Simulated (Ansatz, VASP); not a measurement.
## BaTiO3: VASP beside Ansatz

The input POSCAR:

```
BaTiO3
1.0
    4.0790170000     -0.0239570000      0.0099360000
   -0.0136380000      4.0632450000      0.0170570000
    0.0201940000      0.0272300000      4.0185580000
Ba Ti O
1 1 3
Direct
    0.0103570000      0.0248780000      0.0076400000
    0.4882490000      0.4548740000      0.4862740000
    0.5107270000      0.4791230000      0.9900010000
    0.0309230000      0.5138570000      0.5298060000
    0.5289840000      0.0100600000      0.5531650000
```

File INCAR.step1:

```
  ALGO = Normal
  EDIFF = 1E-4
  ENCUT = 520
  GGA = PE
  ISMEAR = -1
  LASPH = True
  LCHARG = False
  LREAL = False
  LWAVE = True
  NBANDS = 28
  NELM = 80
  PREC = Accurate
  SIGMA = 0.1
```

The input INCAR.step2:

```
  ALGO = Normal
  EDIFF = 1E-7
  ENCUT = 520
  ISIF = 2
  ISMEAR = -1
  ISTART = 1
  LASPH = True
  LCHARG = False
  LMIXTAU = True
  LREAL = False
  LWAVE = False
  METAGGA = R2SCAN
  NBANDS = 28
  NELM = 80
  PREC = Accurate
  SIGMA = 0.1
```

KPOINTS

```
k-points
0
Gamma
  5 5 5
```

Input for Ansatz:

```yaml
crystal:
  lattice:
    - [4.079017, -0.023957, 0.009936]
    - [-0.013638, 4.063245, 0.017057]
    - [0.020194, 0.02723, 4.018558]
  atoms:
    - { symbol: Ba, position: [0.010357, 0.024878, 0.00764] }
    - { symbol: Ti, position: [0.488249, 0.454874, 0.486274] }
    - { symbol: O, position: [0.510727, 0.479123, 0.990001] }
    - { symbol: O, position: [0.030923, 0.513857, 0.529806] }
    - { symbol: O, position: [0.528984, 0.01006, 0.553165] }
kpoints:
  mp_grid: { grid: [5, 5, 5], shift: [0.0, 0.0, 0.0] }
magnetization:
  spin_polarized: false
scf:
  occupations: { method: fermi_dirac }
  lower_state_search: "off"
  max_iter: 200
hamiltonian:
  pseudopotentials: { kind: paw }
  xc: r2scan
basis:
  ecutwfc: 500
  fft_grid_basis: typed
output:
  forces: true
  stress: true
  eigenvalues: true
  populations: true
  elf: true
  write_potential: true
  volumetric_format: npy
  dos:
    e_range: [-12, 8]
    de: 0.05
    projected: { site_lists: { Ba: [Ba], O: [O], Ti: [Ti] } }
checkpoint:
  read: saved_state
```

Alike in both runs: task single point; functional r2SCAN; k mesh 5 × 5 × 5; no spin polarisation.

|  | VASP | Ansatz |
| --- | --- | --- |
| version | VASP 6.6.1 | Ansatz 0.2.0 |
| potentials or method | VASP PAW PBE potentials, release 64 (Ba_sv, Ti_sv, O), cutoff 520 eV | PAW plane waves |
| occupations | fermi-dirac, width 0.1 eV | fermi-dirac |
| valence electrons in the cell | 40 | 40 |

|  | VASP | Ansatz | Ansatz less VASP |
| --- | --- | --- | --- |
| pressure (GPa) | -0.6 | -2.5 | -1.87 |
| traceless stress, the component that is largest in VASP (GPa) | 2.63 | 2.71 | +0.078 |
| rms of the force components (eV/Å) | 0.840 | 0.818 | -0.0220 |

VASP's potentials were made for PBE, not for r2SCAN. Atom by atom the forces differ by 0.079 eV/Å (rms over components).

Neither program's run includes spin-orbit coupling.
